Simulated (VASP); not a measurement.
A run of VASP 6.6.1:

Contents of INCAR:

```
  ALGO = Normal
  EDIFF = 1E-7
  ENCUT = 520
  GGA = PE
  ISIF = 2
  ISMEAR = -1
  LASPH = True
  LCHARG = False
  LREAL = False
  LWAVE = False
  NBANDS = 16
  NELM = 80
  PREC = Accurate
  SIGMA = 0.02
```

Contents of KPOINTS:

```
k-points
0
Gamma
  8 8 8
```

POSCAR

```
Si3C
1.0
    1.6986092200      0.9806924904      5.8709470658
   -1.6986092200      0.9806924904      5.8709470658
    0.0000000000     -1.9613849808      5.8709470658
C Si
1 3
Direct
    0.9989692145     -0.0010307855     -0.0010307855
    0.4966194396      0.4966194396      0.4966194396
    0.3638777820      0.3638777820      0.3638777820
    0.8905335639      0.8905335639      0.8905335639
```

Potentials or basis: VASP PAW PBE potentials, release 64 (C, Si).

Run with:

```sh
$ cat potpaw_PBE.64/C/POTCAR potpaw_PBE.64/Si/POTCAR > POTCAR
$ mpirun -np 1 vasp_std > vasp.out
```

Hardware: 1 thread of Intel Xeon 8259CL, on a shared host.

Question: How long does it take, and how much memory?

Answer: It took 5.8 min on 1 thread of Intel Xeon 8259CL, on a shared host, peak memory 0.32 GiB. Counts: scf iterations 15, k points 65.
